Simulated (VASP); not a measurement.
Set up this calculation in VASP 6.6.1, as the native input.

| Item | Value |
| --- | --- |
| Task | relaxation of cell and atoms |
| Functional | LDA |
| Potentials or basis | VASP PAW LDA potentials, release 64 (Ti_sv, Rh_pv) |
| Cutoff | 600 eV |
| k mesh | 14 × 14 × 12 |
| Occupations | fermi-dirac, width 0.15 eV |
| Spin | no spin polarisation |
| Dipole correction | no |
| Further INCAR settings | ALGO = Fast; EDIFF = 1e-07; IBRION = 2; EDIFFG = -0.001; NSW = 80; ISIF = 3 |

The structure of TiRh lies in POSCAR:

```
TiRh
1.0
    2.9001087334      0.0000000000      0.0000000000
    0.0000000000      2.9001087334      0.0000000000
    0.0000000000      0.0000000000      3.3426011897
Ti Rh
1 1
Direct
    0.5000000000      0.5000000000      0.5000000000
    0.0000000000      0.0000000000      0.0000000000
```

The input as run:

INCAR

```
SYSTEM = TiRh
PREC     = Accurate       ! precision mode
ENCUT    = 600            ! plane-wave cutoff, eV
EDIFF    = 1E-7           ! SCF threshold, eV
ISMEAR   = -1             ! smearing method
SIGMA    = 0.15           ! smearing width, eV
LREAL    = .False.        ! projectors in reciprocal space
LASPH    = .True.         ! aspherical terms in the spheres
NELM     = 60             ! most SCF steps
ALGO     = Fast           ! electronic algorithm
ISIF     = 3              ! what is computed and relaxed
LWAVE    = .False.        ! write WAVECAR
LCHARG   = .False.        ! write CHGCAR
IBRION   = 2              ! ionic algorithm
NSW      = 80             ! ionic steps
EDIFFG   = -0.001         ! ionic threshold
```

KPOINTS

```
regular mesh
0
Gamma
  14 14 12
  0 0 0
```

Potentials or basis: VASP PAW LDA potentials, release 64 (Ti_sv, Rh_pv).

Launch:

```bash
$ cat potpaw_LDA.64/Ti_sv/POTCAR potpaw_LDA.64/Rh_pv/POTCAR > POTCAR
$ mpirun -np 1 vasp_std > vasp.out
```

Results of the run:

```yaml
Relaxed_volume: 14.11 Å³/atom
Relaxed_cell: a = 2.904 Å, b = 2.904 Å, c = 3.347 Å, α = 90.00°, β = 90.00°, γ = 90.00°
Space_group_after_relaxing_to_0.1_Å: P4/mmm (No. 123)
Energy_gained_by_relaxing: 0.1 meV/atom
Ionic_steps: 3
Pressure_after_relaxing: 0.0 GPa
Band_gap_on_the_k_mesh: zero (an odd number of electrons rules out a gap without spin polarisation)
```

Run time: 3.6 min on 1 thread of Intel(R) Xeon(R) 6975P-C (Granite Rapids), on a shared host, peak memory 0.27 GiB.
